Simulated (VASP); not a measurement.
A run of VASP 6.6.1:

File INCAR:

```
ALGO = Normal
EDIFF = 1E-7
ENCUT = 520
GGA = RE
ISIF = 2
ISMEAR = -1
LASPH = T
LCHARG = F
LREAL = F
LWAVE = F
NBANDS = 8
NELM = 60
PREC = Accurate
SIGMA = 0.05
```

The input KPOINTS:

```
k-points
0
Gamma
  12 12 12
```

Contents of POSCAR:

```
Al
1.0
   -1.5912186900      1.5912186900      1.5912186900
    1.5912186900     -1.5912186900      1.5912186900
    1.5912186900      1.5912186900     -1.5912186900
Al
1
Direct
    0.0000000000      0.0000000000      0.0000000000
```

Potentials or basis: VASP PAW PBE potentials, release 64 (Al).

Run with:

```console
$ cat potpaw_PBE.64/Al/POTCAR > POTCAR
$ mpirun -np 1 vasp_std > vasp.out
```

Hardware: 1 thread of Intel(R) Xeon(R) 6975P-C (Granite Rapids), with other jobs on the host.

Problem. Estimate the wall time of this run.

Solution. It took 5.6 s on 1 thread of Intel(R) Xeon(R) 6975P-C (Granite Rapids), with other jobs on the host, peak memory 0.12 GiB. Counts: scf iterations 11, k points 72.
